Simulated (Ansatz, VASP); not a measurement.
## RbBr: VASP beside Ansatz

The input POSCAR:

```
RbBr
1.0
    0.2615355565      3.5385917975      3.5385917975
    3.5385917975      0.2615355565      3.5385917975
    3.5385917975      3.5385917975      0.2615355565
Rb Br
1 1
Direct
    0.0000000000      0.0000000000      0.0000000000
    0.5000000000      0.5000000000      0.5000000000
```

The input INCAR.step1:

```
SYSTEM = RbBr
PREC = Accurate
ENCUT = 520
EDIFF = 1E-5
ISMEAR = 0
SIGMA = 0.01
LREAL = .FALSE.
LASPH = .TRUE.
NELM = 100
ALGO = Normal
ISIF = 2
LWAVE = .TRUE.
LCHARG = .FALSE.
NBANDS = 15
GGA = PE
```

INCAR.step2

```
SYSTEM = RbBr
PREC = Accurate
ENCUT = 520
EDIFF = 1E-6
ISMEAR = 0
SIGMA = 0.01
LREAL = .FALSE.
LASPH = .TRUE.
NELM = 100
ALGO = Normal
ISIF = 2
LWAVE = .FALSE.
LCHARG = .FALSE.
GGA = PE
LHFCALC = .TRUE.
HFSCREEN = 0.2079
PRECFOCK = Normal
NBANDS = 15
ISTART = 1
```

File KPOINTS:

```
regular mesh
0
G
  4 4 4
  0 0 0
```

Input for Ansatz:

```yaml
crystal:
  lattice:
    - [0.2615355565, 3.5385917975, 3.5385917975]
    - [3.5385917975, 0.2615355565, 3.5385917975]
    - [3.5385917975, 3.5385917975, 0.2615355565]
  atoms:
    - { symbol: Rb, position: [0.0, 0.0, 0.0] }
    - { symbol: Br, position: [0.5, 0.5, 0.5] }
kpoints:
  mp_grid: { grid: [4, 4, 4] }
  band_path:
    path:
      - [0.0, 0.0, 0.0]
      - [0.5, 0.0, 0.5]
      - [0.625, 0.25, 0.625]
      - [0.375, 0.375, 0.75]
      - [0.5, 0.5, 0.5]
      - [0.5, 0.25, 0.75]
    npoints: 1
hamiltonian:
  xc: hse06
scf:
  occupations: { method: fixed }
  n_extra_bands: 4
output:
  forces: true
  stress: true
  eigenvalues: true
```

Change from the starting cell: epitaxial_111 strain -5.3%.

Alike in both runs: task single point; functional HSE06; k mesh 4 × 4 × 4; no spin polarisation.

```csv
,VASP,Ansatz
version,VASP 6.6.1,Ansatz 0.2.0
potentials or method,"VASP PAW PBE potentials, release 64 (Rb_sv, Br)","plane waves, PAW"
plane-wave cutoff (eV),520,420
occupations,"gaussian, width 0.01 eV",fixed
valence electrons in the cell,16,16
```

Ansatz gave:

| Property | Result |
| --- | --- |
| gap on the k mesh at the Fermi level (eV) | 5.44 |
| pressure (GPa) | 1.0 |
| traceless stress, the component that is largest in VASP (GPa) | -0.37 |

Problem. Which values does VASP return?

Solution. gap on the k mesh at the Fermi level (eV): 5.43; pressure (GPa): 1.0; traceless stress, the component that is largest in VASP (GPa): -0.37.

Ansatz's warnings: stress exchange threshold loose, stress scf threshold loose.
